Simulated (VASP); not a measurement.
# Cu (P6_3/mmc) in VASP: a series of runs

The runs below take Cu through single point, with r2SCAN.

Everything below comes from runs of VASP 6.6.1. Logs are shortened: lines on timing, memory, paths and dates and some standing lists are left out, and cuts for length are marked.

### Step 1. The cell of the first run

The structure is hexagonal, space group P6_3/mmc (No. 194). The conventional cell has a = 2.526 Å, b = 2.526 Å, c = 4.122 Å, α = 90.00°, β = 90.00°, γ = 120.00°. Within 3.3 Å of Cu (site symmetry -6m2) lie 12 Cu at 2.52 to 2.53 Å.

This isn't the form of Cu at room conditions, which is fcc.

### Step 2. Single point, r2SCAN

The input, POSCAR:

```
Cu
1.0
    2.5255436023      0.0000000000      0.0000000000
   -1.2627718012      2.1871849180      0.0000000000
    0.0000000000      0.0000000000      4.1218287707
Cu
2
Direct
    0.3333333333      0.6666666667      0.2500000000
    0.6666666667      0.3333333333      0.7500000000
```

The input, INCAR.step1:

```
PREC = Accurate ; ENCUT = 520
ISMEAR = 0 ; SIGMA = 0.1
LREAL = False ; LASPH = True
NELM = 100 ; NBANDS = 18
GGA = PE ; ALGO = Normal
EDIFF = 1E-4 ; LWAVE = True
LCHARG = False
```

The input, INCAR.step2:

```
PREC = Accurate ; ENCUT = 520
EDIFF = 1E-6 ; ISMEAR = 0
SIGMA = 0.1 ; LREAL = False
LASPH = True ; NELM = 100
ALGO = Normal ; ISIF = 2
LWAVE = False ; LCHARG = False
METAGGA = R2SCAN ; LMIXTAU = True
NBANDS = 18 ; ISTART = 1
```

The input, KPOINTS:

```
Automatic mesh
0
Gamma
  18 18 10
```

Potentials or basis: VASP PAW PBE potentials, release 64 (Cu).

The run is started by

```
> cat potpaw_PBE.64/Cu/POTCAR > POTCAR
> cp INCAR.step1 INCAR
> mpirun -np 1 vasp_std > vasp.out
> cp INCAR.step2 INCAR
> mpirun -np 1 vasp_std > vasp.out
```

OUTCAR:

```text
PREC = Accurate
   ENCUT = 520
   EDIFF = 1E-6
   ISMEAR = 0
   LREAL = False
   LASPH = True
   NELM = 100
   ISIF = 2
   METAGGA = R2SCAN
   ISTART = 1

 ion  position               nearest neighbor table
   1  0.333  0.667  0.250-   2 2.52   2 2.52   2 2.52   2 2.52   2 2.52   2 2.52
   2  0.667  0.333  0.750-   1 2.52   1 2.52   1 2.52   1 2.52   1 2.52   1 2.52

  LATTYP: Found a hexagonal cell.
 ALAT       =     2.5255436023
 C/A-ratio  =     1.6320560718

  Lattice vectors:

 A1 = (   2.5255436023,   0.0000000000,   0.0000000000)
 A2 = (  -1.2627718012,   2.1871849180,   0.0000000000)
 A3 = (   0.0000000000,   0.0000000000,   4.1218287707)

Analysis of symmetry for initial positions (statically):
=====================================================================
 Subroutine PRICEL returns:
 Original cell was already a primitive cell.

 Routine SETGRP: Setting up the symmetry group for a
 hexagonal supercell.

 Subroutine GETGRP returns: Found 24 space group operations
 (whereof 12 operations were pure point group operations)
 out of a pool of 24 trial point group operations.

The static configuration has the point symmetry D_3d.
 The point group associated with its full space group is D_6h.

Analysis of symmetry for dynamics (positions and initial velocities):
=====================================================================
 Subroutine PRICEL returns:
 Original cell was already a primitive cell.

 Routine SETGRP: Setting up the symmetry group for a
 hexagonal supercell.

 Subroutine GETGRP returns: Found 24 space group operations
 (whereof 12 operations were pure point group operations)
 out of a pool of 24 trial point group operations.

The dynamic configuration has the point symmetry D_3d.
 The point group associated with its full space group is D_6h.

 Subroutine INISYM returns: Found 24 space group operations
 (whereof 12 operations are pure point group operations),
 and found     1 'primitive' translations

----------------------------------------------------------------------------------------

                                     Primitive cell

  volume of cell :      22.7683

  direct lattice vectors                    reciprocal lattice vectors
     2.525543602  0.000000000  0.000000000     0.395954360  0.228604356  0.000000000
    -1.262771801  2.187184918  0.000000000     0.000000000  0.457208712  0.000000000
     0.000000000  0.000000000  4.121828771     0.000000000  0.000000000  0.242610757

  length of vectors
     2.525543602  2.525543602  4.121828771     0.457208712  0.457208712  0.242610757

  position of ions in fractional coordinates (direct lattice)
     0.333333333  0.666666667  0.250000000
     0.666666667  0.333333333  0.750000000

  ion indices of the primitive-cell ions
   primitive index   ion index
                 1           1
                 2           2

----------------------------------------------------------------------------------------

 KPOINTS: Automatic mesh

Automatic generation of k-mesh.
 Grid dimensions read from file:
 generate k-points for:   18   18   10

 Generating k-lattice:

  Cartesian coordinates                     Fractional coordinates (reciprocal lattice)
     0.021997464  0.012700242  0.000000000     0.055555556 -0.000000000  0.000000000
     0.000000000  0.025400484  0.000000000     0.000000000  0.055555556  0.000000000
     0.000000000  0.000000000  0.024261076     0.000000000  0.000000000  0.100000000

  Length of vectors
     0.025400484  0.025400484  0.024261076

  Shift w.r.t. Gamma in fractional coordinates (k-lattice)
     0.000000000  0.000000000  0.000000000

 Subroutine IBZKPT returns following result:
 ===========================================

 Found    222 irreducible k-points:

 Following reciprocal coordinates:
            Coordinates               Weight
  0.000000  0.000000  0.000000      1.000000
  0.055556  0.000000  0.000000      6.000000
  0.111111  0.000000  0.000000      6.000000
  0.166667  0.000000  0.000000      6.000000
  0.222222  0.000000  0.000000      6.000000
  0.277778  0.000000  0.000000      6.000000
[... 16 lines left out ...]
  0.333333  0.111111  0.000000     12.000000
  0.388889  0.111111  0.000000     12.000000
 [... further k-points ...]
   k-points           NKPTS =    222   k-points in BZ     NKDIM =    222   number of bands    NBANDS=     18
   number of dos      NEDOS =    301   number of ions     NIONS =      2
   total plane-waves  NPLWV =  12800
   dimension x,y,z NGX =    20 NGY =   20 NGZ =   32
   dimension x,y,z NGXF=    40 NGYF=   40 NGZF=   64
   ions per type =               2
   NGX,Y,Z   is equivalent  to a cutoff of  13.17, 13.17, 12.91 a.u.
   NGXF,Y,Z  is equivalent  to a cutoff of  26.33, 26.33, 25.81 a.u.
 SYSTEM =  unknown system
   PREC   = accura    normal or accurate (medium, high low for compatibility)
   ISTART =      1    job   : 0-new  1-cont  2-samecut
   ICHARG =      0    charge: 1-file 2-atom 10-const
   ISPIN  =      1    spin polarized calculation?
   LNONCOLLINEAR =      F non collinear calculations
   LSORBIT =      F    spin-orbit coupling
   LASPH  =      T    aspherical Exc in radial PAW
   ENCUT  =  520.0 eV  38.22 Ry    6.18 a.u.   4.70  4.70  7.66*2*pi/ulx,y,z
   NELM   =    100;   NELMIN=  2; NELMDL=  0     # of ELM steps
   EDIFF  = 0.1E-05   stopping-criterion for ELM
   LREAL  =      F    real-space projection
   EDIFFG = 0.1E-04   stopping-criterion for IOM
   NSW    =      0    number of steps for IOM
   IBRION =     -1    ionic relax: 0-MD 1-quasi-New 2-CG
   NFREE  =      0    steps in history (QN), initial steepest desc. (CG)
   ISIF   =      2    stress and relaxation
   ISYM   =      2    0-nonsym 1-usesym 2-fastsym
   POTIM  = 0.5000    time-step for ionic-motion
   TEBEG  =    0.0;   TEEND  =   0.0 temperature during run
   PSTRESS=    0.0 pullay stress
   NELECT =      22.0000    total number of electrons
   NUPDOWN=      -1.0000    fix difference up-down
   EMIN   =  10.00;   EMAX   =-10.00  energy-range for DOS
   EFERMI =   0.00;   METHOD = LEGACY
   ISMEAR =     0;   SIGMA  =   0.10  broadening in eV -4-tet -1-fermi 0-gaus
   EFERMI_NEDOS =   21; number of points for ismear=-14 and -15
   IALGO  =     38    algorithm
   IMIX   =      4    mixing-type and parameters
     AMIX     =   0.40;   BMIX     =  1.00
     AMIX_MAG =   1.60;   BMIX_MAG =  1.00
  volume/ion in A,a.u.               =      11.38        76.82
  Fermi-wavevector in a.u.,A,eV,Ry     =   1.618474  3.058472 35.639873  2.619457
  Thomas-Fermi vector in A             =   2.712731
   LORBIT       =      0    0 simple, 1 ext, 2 COOP (PROOUT), +10 PAW based schemes
   METAGGA = R2SCAN    functional components
   LHFCALC =     F    Hartree Fock is set to
   AEXX    =    0.0000 exact exchange contribution
   IVDW    =     0    specifies the selected vdW correction
   LEPSILON=     F    determine dielectric tensor
   LRPA    =     F    only Hartree local field effects (RPA)
 non-spin polarized calculation
 Gauss-broadening in eV      SIGMA  =   0.10
  energy-cutoff  :      520.00
  volume of cell :       22.77
 maximum number of plane-waves:       629
 NGX is ok and might be reduce to    20
   NGX =  9   NGY =  9   NGZ = 15

 number of electron      21.9999981 magnetization

 Free energy of the ion-electron system (eV)
  ---------------------------------------------------
  ext. energy  EPLUGINS =         0.00000000
  ---------------------------------------------------
  free energy    TOTEN  =       -21.63074962 eV

  energy without entropy =      -21.62641935  energy(sigma->0) =      -21.62858449

 E-fermi :   7.7980     XC(G=0): -13.9927

 val. band max:        7.7955880161   @ k =   0.2222   0.2222   0.5000
 cond. band min:       7.8321234158   @ k =   0.3333   0.1667   0.3000
 fundamental gap:      0.0365353997
 Fermi energy:         7.7979752229

 k-point     1 :       0.0000    0.0000    0.0000
  band No.  band energies     occupation
      1      -2.1040      2.00000
      2       2.4057      2.00000
      3       4.6023      2.00000
      4       4.6601      2.00000
      5       4.6603      2.00000
      6       4.8847      2.00000
[... 10 lines left out ...]
     17      32.8158      0.00000
     18      32.8161      0.00000

 k-point     2 :       0.0556    0.0000    0.0000
  band No.  band energies     occupation
      1      -1.9973      2.00000
      2       2.4668      2.00000
      3       4.5268      2.00000
      4       4.6992      2.00000
      5       4.7251      2.00000
      6       4.8651      2.00000
[... 10 lines left out ...]
     17      33.4068      0.00000
     18      33.4604      0.00000

 k-point     3 :       0.1111    0.0000    0.0000
  band No.  band energies     occupation
      1      -1.6804      2.00000
      2       2.6382      2.00000
      3       4.4042      2.00000
      4       4.7771      2.00000
      5       4.8132      2.00000
      6       4.8591      2.00000
[... 10 lines left out ...]
     17      33.1579      0.00000
     18      34.1665      0.00000

 k-point     4 :       0.1667    0.0000    0.0000
  band No.  band energies     occupation
      1      -1.1638      2.00000
      2       2.8798      2.00000
      3       4.2649      2.00000
      4       4.4292      2.00000
      5       4.7058      2.00000
      6       4.9925      2.00000
[... 375 lines left out ...]
      4       3.9758      2.00000
      5       4.5540      2.00000
      6       4.7327      2.00000
[... 10 lines left out ...]
     17      24.9060      0.00000
     18      28.5042      0.00000

 k-point    23 :       0.3333    0.1111    0.0000
  band No.  band energies     occupation
      1       2.2459      2.00000
      2       3.2081      2.00000
      3       3.3217      2.00000
      4       4.0881      2.00000
      5       4.5146      2.00000
      6       4.7650      2.00000
[... 10 lines left out ...]
     17      22.7815      0.00000
     18      28.0167      0.00000

 k-point    24 :       0.3889    0.1111    0.0000
  band No.  band energies     occupation
      1       2.7034      2.00000
      2       3.1120      2.00000
      3       3.2368      2.00000
      4       4.2580      2.00000
      5       4.5064      2.00000
      6       4.6778      2.00000
[... 10 lines left out ...]
     17      21.0543      0.00000
     18      27.7214      0.00000

 [... further k-points ...]
[... 5 lines left out ...]
  --------------------------------------------------------------------------------------
  -------------------------------------------------------------------------------------
  Total        0.2564677      0.2564677      0.2535224     -0.0000000     -0.0000000      0.0000000
  in kB       18.0473267     18.0473267     17.8400698     -0.0000000     -0.0000000      0.0000000
  external PRESSURE =      17.9782411 kB  Pullay stress =       0.0000000 kB

 VOLUME and BASIS-vectors are now :
 -----------------------------------------------------------------------------
  energy-cutoff  :      520.00
  volume of cell :       22.77
      direct lattice vectors                 reciprocal lattice vectors
     2.525543602  0.000000000  0.000000000     0.395954360  0.228604356  0.000000000
    -1.262771801  2.187184918  0.000000000     0.000000000  0.457208712  0.000000000
     0.000000000  0.000000000  4.121828771     0.000000000  0.000000000  0.242610757

 POSITION                                       TOTAL-FORCE (eV/Angst)
 -----------------------------------------------------------------------------------
     -0.00000      1.45812      1.03046         0.000000      0.000000      0.000000
      1.26277      0.72906      3.09137         0.000000      0.000000      0.000000
 -----------------------------------------------------------------------------------
    total drift:                               -0.000000      0.000000     -0.000000

  FREE ENERGIE OF THE ION-ELECTRON SYSTEM (eV)
  ---------------------------------------------------
  free  energy   TOTEN  =       -21.6307496183 eV

  energy  without entropy=      -21.6264193534  energy(sigma->0) =      -21.62858449
```

Run time: 2.8 min. Hardware: 1 thread of AMD EPYC 9R45 (Zen 5), shared host; peak memory 0.16 GiB.

Results:

```
Free energy            : -21.6307 eV
Pressure               : 1.8 GPa
Band gap on the k mesh : zero (bands 11 and 12 overlap by 6.41 eV)
```

Levels at points of the mesh, in eV from the Fermi level:
```tsv
k point	band 7	band 8	band 9	band 10	band 11	band 12	band 13	band 14	band 15	band 16
(0.00, 0.00, 0.00)	-2.91	-2.62	-2.62	-1.82	-1.82	-1.09	4.23	22.51	23.40	23.40
(0.50, 0.00, 0.00)	-2.87	-1.71	-1.67	-1.61	0.04	1.78	8.35	8.88	11.30	11.96
(0.00, 0.00, 0.50)	-3.18	-3.18	-2.05	-2.05	-2.05	-2.05	13.38	13.38	23.26	23.26
(0.50, 0.00, 0.50)	-2.00	-2.00	-1.65	-1.65	0.54	0.54	5.36	5.36	17.34	17.34
```

Caveat: the PAW data sets were made with another functional, which shifts forces and pressure a little.

### Step 3. Single point, r2SCAN

This run uses another cell than the first one, of 11.53 Å³/atom.

The input, POSCAR:

```
Cu
1.0
    2.5360763309      0.0000000000      0.0000000000
   -1.2680381655      2.1963065285      0.0000000000
    0.0000000000      0.0000000000      4.1387841233
Cu
2
Direct
    0.3333333333      0.6666666667      0.2500000000
    0.6666666667      0.3333333333      0.7500000000
```

The input, INCAR.step1:

```
SYSTEM = Cu
  PREC = Accurate
  ENCUT = 520
  ISMEAR = 0
  SIGMA = 0.1
  LREAL = .FALSE.
  LASPH = .TRUE.
  NELM = 100
  NBANDS = 18
  GGA = PE
  ALGO = Normal
  EDIFF = 1E-4
  LWAVE = .TRUE.
  LCHARG = .FALSE.
```

The input, INCAR.step2:

```
SYSTEM = Cu
  PREC = Accurate
  ENCUT = 520
  EDIFF = 1E-6
  ISMEAR = 0
  SIGMA = 0.1
  LREAL = .FALSE.
  LASPH = .TRUE.
  NELM = 100
  ALGO = Normal
  ISIF = 2
  LWAVE = .FALSE.
  LCHARG = .TRUE.
  METAGGA = R2SCAN
  LMIXTAU = .TRUE.
  LELF = .TRUE.
  LVHAR = .TRUE.
  NBANDS = 18
  ISTART = 1
```

The input, KPOINTS:

```
regular mesh
0
G
  18 18 10
  0 0 0
```

Potentials or basis: VASP PAW PBE potentials, release 64 (Cu).

The run is started by

```
> cat potpaw_PBE.64/Cu/POTCAR > POTCAR
> cp INCAR.step1 INCAR
> mpirun -np 1 vasp_std > vasp.out
> cp INCAR.step2 INCAR
> mpirun -np 1 vasp_std > vasp.out
```

It took 2.7 min on 1 thread of AMD EPYC 9R45 (Zen 5), shared host; peak memory 0.16 GiB.

Results (log left out):

- Free energy: -21.6323 eV
- Pressure: -0.2 GPa
- Band gap on the k mesh: zero (bands 11 and 12 overlap by 6.36 eV)

Levels at points of the mesh, in eV from the Fermi level:
| k point | band 9 | band 10 | band 11 | band 12 | band 13 | band 14 |
| --- | --- | --- | --- | --- | --- | --- |
| (0.00, 0.00, 0.00) | -2.59 | -1.80 | -1.80 | -1.05 | 4.17 | 22.40 |
| (0.50, 0.00, 0.00) | -1.66 | -1.59 | 0.04 | 1.75 | 8.29 | 8.80 |
| (0.00, 0.00, 0.50) | -2.04 | -2.04 | -2.04 | -2.04 | 13.27 | 13.27 |
| (0.50, 0.00, 0.50) | -1.63 | -1.63 | 0.55 | 0.55 | 5.28 | 5.28 |

Caveat: the PAW data sets were made with another functional, which shifts forces and pressure a little.

The gap in the log of VASP goes by the Fermi energy; the results here count the filled bands.